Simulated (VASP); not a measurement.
A run of VASP 6.6.1 is set up as follows.

File INCAR:

```
ALGO     = Normal         # electronic algorithm
EDIFF    = 1E-6           # SCF threshold, eV
ENCUT    = 520            # plane-wave cutoff, eV
GGA      = PS             # functional
ISIF     = 2              # what is computed and relaxed
ISMEAR   = -1             # smearing method
ISYM     = 0            
LASPH    = True           # aspherical terms in the spheres
LCHARG   = False          # write CHGCAR
LREAL    = Auto         
LWAVE    = False          # write WAVECAR
NBANDS   = 166            # bands
NELM     = 60             # most SCF steps
PREC     = Accurate       # precision mode
SIGMA    = 0.05           # smearing width, eV
```

KPOINTS

```
Automatic mesh
0
Gamma
  1 1 1
  0.25 0.25 0.25
```

The input POSCAR:

```
Mg16Se3S13
1.0
   10.4693032731      0.0000000000      0.0000000000
    0.0000000000     10.4693032731      0.0000000000
    0.0000000000      0.0000000000     10.4693032731
Se S Mg
6 26 32
Direct
    0.2502030000      0.9984290000      0.9999750000
    0.2508550000      0.5016070000      0.9993810000
    0.9975700000      0.2493280000      0.9993260000
    0.9986810000      0.5009460000      0.2510150000
    0.2507700000      0.2494460000      0.2516120000
    0.2501680000      0.2500380000      0.7483730000
    0.2497300000      0.9984430000      0.5000700000
    0.2505460000      0.5016600000      0.5007700000
    0.7487740000      0.9990260000      0.9999660000
    0.7494840000      0.9997580000      0.5000710000
    0.7482080000      0.5008970000      0.9992010000
    0.7488450000      0.5001790000      0.5008520000
    0.9978520000      0.2490270000      0.5007770000
    0.9979310000      0.7507880000      0.9991750000
    0.9994490000      0.7507190000      0.5007990000
    0.5030800000      0.2498320000      0.9998150000
    0.5012700000      0.2498600000      0.4999040000
    0.5011890000      0.7499080000      0.9998660000
    0.4997000000      0.7498780000      0.4999030000
    0.9977500000      0.9983390000      0.2516330000
    0.9977780000      0.9982250000      0.7482970000
    0.9979440000      0.5017420000      0.7484290000
    0.5012240000      0.9990340000      0.2508230000
    0.5012310000      0.9990170000      0.7490300000
    0.5012640000      0.5008210000      0.2507550000
    0.5013780000      0.5008450000      0.7489520000
    0.2504620000      0.7507830000      0.2516230000
    0.2497270000      0.7501000000      0.7483680000
    0.7480700000      0.2491450000      0.2510420000
    0.7488580000      0.2499450000      0.7491850000
    0.7487270000      0.7506300000      0.2501060000
    0.7494460000      0.7499840000      0.7498090000
    0.9930650000      0.9947190000      0.9984060000
    0.9982660000      0.9987220000      0.5009630000
    0.9929370000      0.5055030000      0.9941730000
    0.9982890000      0.5010450000      0.5050080000
    0.5056880000      0.9986790000      0.9995540000
    0.5009840000      0.9997960000      0.5001140000
    0.5056960000      0.5011780000      0.9985070000
    0.5010830000      0.5000300000      0.5010120000
    0.2564350000      0.2500850000      0.0000770000
    0.2509170000      0.2501200000      0.4999480000
    0.2508020000      0.7499700000      0.0000320000
    0.2498170000      0.7500460000      0.4999990000
    0.7451540000      0.2499810000      0.0002880000
    0.7484610000      0.2499950000      0.5001220000
    0.7483770000      0.7499030000      0.0000070000
    0.7493870000      0.7499840000      0.4999990000
    0.2508820000      0.9938420000      0.2564180000
    0.2495750000      0.9936980000      0.7436550000
    0.2555270000      0.5066990000      0.2566850000
    0.2509730000      0.5064640000      0.7437550000
    0.7483880000      0.9985340000      0.2513120000
    0.7492920000      0.9986140000      0.7486790000
    0.7447630000      0.5013230000      0.2515300000
    0.7486490000      0.5012800000      0.7487550000
    0.9928440000      0.2439940000      0.2554610000
    0.9930900000      0.2484800000      0.7447460000
    0.9981930000      0.7549780000      0.2512400000
    0.9982510000      0.7510180000      0.7488300000
    0.5055790000      0.2486450000      0.2510560000
    0.5057720000      0.2497450000      0.7487000000
    0.5009460000      0.7511690000      0.2500360000
    0.5009310000      0.7500910000      0.7496540000
```

Potentials or basis: VASP PAW PBE potentials, release 64 (Se, S, Mg).

Run with:

```sh
$ cat potpaw_PBE.64/Se/POTCAR potpaw_PBE.64/S/POTCAR potpaw_PBE.64/Mg/POTCAR > POTCAR
$ mpirun -np 1 vasp_std > vasp.out
```

**Question.** Predict the pressure.

**Answer.** -0.2 GPa.

**Question.** Predict the band gap on the k mesh.

**Answer.** 3.12 eV.

**Question.** Estimate the largest force.

**Answer.** 0.027 eV/Å.

Forces in eV/Å, atoms in the order of the input:
```
Se  -0.002 -0.027  0.001
Se  -0.001  0.016 -0.003
Se  -0.012 -0.001  0.001
Se  -0.013  0.004  0.007
Se   0.000 -0.007  0.016
Se   0.001 -0.003 -0.025
S    0.000 -0.004 -0.001
S    0.001  0.001  0.001
S   -0.001 -0.002  0.000
S   -0.002  0.001 -0.002
S   -0.005  0.000  0.002
S    0.002 -0.003 -0.004
S    0.001  0.003 -0.001
S   -0.004 -0.002  0.000
S   -0.001 -0.002 -0.004
S   -0.002  0.004  0.003
S    0.004  0.003  0.007
S    0.005  0.007  0.000
S    0.007  0.007  0.002
S    0.004 -0.004  0.002
S    0.002 -0.002 -0.006
S    0.000 -0.003 -0.007
S    0.003  0.000 -0.001
S    0.000  0.002 -0.002
S    0.004  0.000  0.002
S   -0.002 -0.002  0.002
S    0.001  0.004  0.003
S    0.001  0.000 -0.002
S    0.000  0.000  0.000
S   -0.002 -0.002 -0.004
S    0.003  0.002  0.004
S    0.000  0.002  0.002
Mg  -0.005 -0.002  0.002
Mg  -0.001  0.000  0.004
Mg  -0.002  0.005 -0.010
Mg  -0.001  0.005  0.004
Mg   0.006 -0.001  0.004
Mg   0.000 -0.004  0.001
Mg   0.002 -0.001  0.001
Mg  -0.002  0.002  0.002
Mg   0.002  0.003  0.001
Mg   0.001  0.001  0.001
Mg   0.004  0.000  0.003
Mg  -0.002 -0.001 -0.001
Mg  -0.005  0.002 -0.005
Mg   0.001  0.000 -0.001
Mg   0.004  0.002  0.000
Mg   0.000  0.000  0.000
Mg   0.002 -0.006  0.005
Mg   0.002 -0.005 -0.005
Mg   0.008  0.004  0.002
Mg   0.003  0.005 -0.002
Mg   0.002  0.002  0.002
Mg   0.002 -0.001 -0.002
Mg  -0.008  0.002 -0.002
Mg  -0.003  0.002 -0.002
Mg  -0.003 -0.005  0.006
Mg  -0.005 -0.001 -0.003
Mg  -0.001  0.002  0.000
Mg  -0.001  0.002 -0.001
Mg   0.004 -0.001  0.002
Mg   0.003 -0.001 -0.001
Mg  -0.001 -0.003  0.001
Mg   0.002  0.002  0.002
```

Caveat: the PAW data sets were made with another functional, which shifts forces and pressure a little; a shifted mesh leaves out Γ, where band edges can lie. A k mesh can miss the band edges.
